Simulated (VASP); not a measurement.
Write the native input for VASP 6.6.1 that does the following.

* Task: single point
* Functional: PBE
* Potentials or basis: VASP PAW PBE potentials, release 64 (Zr_sv, Pd, S)
* Cutoff: 520 eV
* k mesh: 6 × 6 × 4
* Occupations: gaussian, width 0.1 eV
* Spin: no spin polarisation
* Dipole correction: no
* Further INCAR settings: ALGO = Normal; EDIFF = 1e-06; NBANDS = 35

The structure of Zr2PdS3 lies in POSCAR:

```
Zr2PdS3
1.0
    6.4435444030      0.0000000000      0.0000000000
   -3.2217722015      5.5802731435      0.0000000000
    0.0000000000      0.0000000000      3.4864924240
Zr Pd S
2 1 3
Direct
    0.3333333333      0.6666666667      0.0000000000
    0.6666666667      0.3333333333      0.0000000000
    0.0000000000      0.0000000000      0.0000000000
    0.5000000000      0.0000000000      0.5000000000
    0.0000000000      0.5000000000      0.5000000000
    0.5000000000      0.5000000000      0.5000000000
```

The cell was built from a structure type or drawn by symmetry, and may not be a known phase.

One way to write it, as run:

INCAR

```
PREC     = Accurate       # precision mode
ENCUT    = 520            # plane-wave cutoff, eV
EDIFF    = 1E-6           # SCF threshold, eV
ISMEAR   = 0              # smearing method
SIGMA    = 0.1            # smearing width, eV
LREAL    = False          # projectors in reciprocal space
LASPH    = True           # aspherical terms in the spheres
NELM     = 80             # most SCF steps
ALGO     = Normal         # electronic algorithm
ISIF     = 2              # what is computed and relaxed
LWAVE    = False          # write WAVECAR
LCHARG   = True           # write CHGCAR
GGA      = PE             # functional
LELF     = True           # ELF
LVHAR    = True         
NBANDS   = 35             # bands
```

KPOINTS

```
regular mesh
0
Gamma
  6 6 4
```

Potentials or basis: VASP PAW PBE potentials, release 64 (Zr_sv, Pd, S).

Command:

```sh
$ cat potpaw_PBE.64/Zr_sv/POTCAR potpaw_PBE.64/Pd/POTCAR potpaw_PBE.64/S/POTCAR > POTCAR
$ mpirun -np 1 vasp_std > vasp.out
```

It gave:

```
Pressure               : 0.0 GPa
Band gap on the k mesh : zero (bands 26 and 27 overlap by 0.91 eV)
```

Caveat: the k points lie up to 0.45 Å⁻¹ apart, too coarse for converged energies and pressures of a metal.

It took 2.3 min on 1 thread of Intel Xeon 8259CL, with other jobs on the host, peak memory 0.29 GiB.
